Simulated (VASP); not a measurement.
Input of a VASP 6.6.1 run:

Contents of POSCAR:

```
SiO2
1.0
    4.9815682831      0.0000000000      0.0000000000
    0.0000000000      4.9815682831      0.0000000000
    0.0000000000      0.0000000000      6.9205384246
Si O
4 8
Direct
    0.8021860528      0.8021860528      0.5000000000
    0.6978139472      0.3021860528      0.2500000000
    0.3021860528      0.6978139472      0.7500000000
    0.1978139472      0.1978139472      0.0000000000
    0.7617215007      0.1087213129      0.4311547043
    0.8912786871      0.2382784993      0.0688452957
    0.1087213129      0.7617215007      0.5688452957
    0.2617215007      0.3912786871      0.8188452957
    0.2382784993      0.8912786871      0.9311547043
    0.7382784993      0.6087213129      0.3188452957
    0.3912786871      0.2617215007      0.1811547043
    0.6087213129      0.7382784993      0.6811547043
```

The input INCAR.step1:

```
ALGO     = Normal         # electronic algorithm
EDIFF    = 1E-4           # SCF threshold, eV
ENCUT    = 520            # plane-wave cutoff, eV
GGA      = PE             # functional
ISMEAR   = -1             # smearing method
LASPH    = T              # aspherical terms in the spheres
LCHARG   = F              # write CHGCAR
LREAL    = F              # projectors in reciprocal space
LWAVE    = T              # write WAVECAR
NBANDS   = 44             # bands
NELM     = 100            # most SCF steps
PREC     = Accurate       # precision mode
SIGMA    = 0.05           # smearing width, eV
```

Contents of INCAR.step2:

```
ALGO     = Normal         # electronic algorithm
EDIFF    = 1E-7           # SCF threshold, eV
ENCUT    = 520            # plane-wave cutoff, eV
ISIF     = 2              # what is computed and relaxed
ISMEAR   = -1             # smearing method
ISTART   = 1            
LASPH    = T              # aspherical terms in the spheres
LCHARG   = F              # write CHGCAR
LMIXTAU  = T            
LREAL    = F              # projectors in reciprocal space
LWAVE    = F              # write WAVECAR
METAGGA  = R2SCAN         # meta-GGA
NBANDS   = 44             # bands
NELM     = 100            # most SCF steps
PREC     = Accurate       # precision mode
SIGMA    = 0.05           # smearing width, eV
```

File KPOINTS:

```
k-points
0
Gamma
  6 6 4
```

Potentials or basis: VASP PAW PBE potentials, release 64 (Si, O).

The run is started by

```sh
$ cat potpaw_PBE.64/Si/POTCAR potpaw_PBE.64/O/POTCAR > POTCAR
$ cp INCAR.step1 INCAR
$ mpirun -np 1 vasp_std > vasp.out
$ cp INCAR.step2 INCAR
$ mpirun -np 1 vasp_std > vasp.out
```

Q: What does it give for the pressure?

A: 0.2 GPa.

Q: What does it give for the band gap on the k mesh?

A: 6.35 eV.

Q: Estimate the largest force.

A: 0.028 eV/Å.

Forces on the atoms (eV/Å):
```
Si   0.020  0.020  0.000
Si  -0.020  0.020  0.000
Si   0.020 -0.020  0.000
Si  -0.020 -0.020  0.000
O    0.000  0.001  0.000
O   -0.001  0.000  0.000
O    0.001  0.000  0.000
O    0.000 -0.001  0.000
O    0.000 -0.001  0.000
O    0.000  0.001  0.000
O   -0.001  0.000  0.000
O    0.001  0.000  0.000
```

Caveat: the PAW data sets were made with another functional, which shifts forces and pressure a little. A k mesh can miss the band edges.
